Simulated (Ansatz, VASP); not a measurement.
Two plane-wave programs on Hf2TiB2

```
Hf Ti B
1.0
     4.12912    0.00000    0.00000
    -2.06456    3.57592    0.00000
     0.00000    0.00000    5.36761
Hf Ti B
2 1 2
Direct
  0.33333 0.66667 0.00000
  0.66667 0.33333 0.00000
  0.00000 0.00000 0.50000
  0.33333 0.66667 0.50000
  0.66667 0.33333 0.50000
```

Alike in both runs: task relaxation of cell and atoms; functional PBE; k mesh 6 × 6 × 4; occupations gaussian, width 0.1 eV; no spin polarisation.

|  | VASP | Ansatz |
| --- | --- | --- |
| version | VASP 6.6.1 | Ansatz 0.2.0 |
| potentials or method | VASP PAW PBE potentials, release 64 (Hf_pv, Ti_sv, B), cutoff 600 eV | scalar-relativistic, plane waves, PAW |
| valence electrons in the cell | 38 | 70 |

Ansatz gave:

| Quantity | Value |
| --- | --- |
| gap on the k mesh at the Fermi level, each at its own relaxed structure (eV) | none |
| relaxed volume (Å³/atom) | 16.25 |
| relaxed cell length with the largest relative difference (Å) | 4.592 |

Question: What did VASP give for the same quantities?

Answer: gap on the k mesh at the Fermi level, each at its own relaxed structure (eV): none; relaxed volume (Å³/atom): 16.27; relaxed cell length with the largest relative difference (Å): 4.602.

A gap of «none» marks a metal or a gap that the smearing closes. VASP's potentials hold 38 valence electrons a cell and Ansatz's 70, so a difference there can come from the potentials and not from the codes.

Spin-orbit coupling is off throughout.
